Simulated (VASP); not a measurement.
# GaSb: single point with LDA

The system is GaSb.

```xyz
2
Lattice="-1.6074 2.4554 2.8041 1.6074 -2.4554 2.8041 1.6074 2.4554 -2.8041" Properties=species:S:1:pos:R:3 pbc="T T T"
Ga    0.0000    0.0000    0.0000
Sb    0.0000    0.0000    2.8041
```

This cell differs from its parent crystal: strain +e along x and -e along y +0.0200, strain +e along z and -e/2 along x and y +0.0000.

| Quantity | Value |
| --- | --- |
| Program | VASP 6.6.1 |
| Task | single point |
| Functional | LDA |
| Potentials or basis | VASP PAW LDA potentials, release 64 (Ga_d, Sb) |
| Cutoff | 520 eV |
| k mesh | 16 × 16 × 16 |
| Occupations | gaussian, width 0.15 eV |
| Spin | no spin polarisation |

* Pressure: 0.3 GPa
* Band gap on the k mesh: zero (bands 9 and 10 overlap by 6.10 eV)

Stress tensor (GPa, compression positive):
```
-0.24  0.00  0.00
 0.00  0.87  0.00
 0.00  0.00  0.17
```

Levels at points of the mesh, in eV from the Fermi level:
| k point | band 6 | band 7 | band 8 | band 9 | band 10 | band 11 | band 12 | band 13 |
| --- | --- | --- | --- | --- | --- | --- | --- | --- |
| (0.00, 0.00, 0.00) | -12.57 | -2.07 | -2.07 | -1.29 | 3.74 | 4.27 | 6.51 | 7.36 |
| (0.50, 0.00, 0.00) | -10.76 | -8.48 | 0.12 | 1.63 | 3.35 | 3.72 | 3.78 | 5.73 |
| (0.00, 0.50, 0.00) | -8.73 | -6.82 | -1.47 | -0.47 | -0.07 | 0.87 | 2.86 | 3.47 |
| (0.50, 0.50, 0.00) | -8.57 | -5.54 | -3.34 | -2.44 | -2.23 | 3.05 | 5.00 | 7.97 |
| (0.50, 0.50, 0.50) | -9.45 | -5.66 | -5.59 | -4.96 | 1.69 | 5.75 | 10.14 | 11.11 |

Run time: 2.3 min on 1 thread of Intel(R) Xeon(R) 6975P-C (Granite Rapids), with other jobs on the host, peak memory 0.52 GiB.

Caveat: the cell differs from its parent crystal (strain +e along x and -e along y +0.0200, strain +e along z and -e/2 along x and y +0.0000); spin-orbit coupling is left out, which moves the levels of the heavy elements.
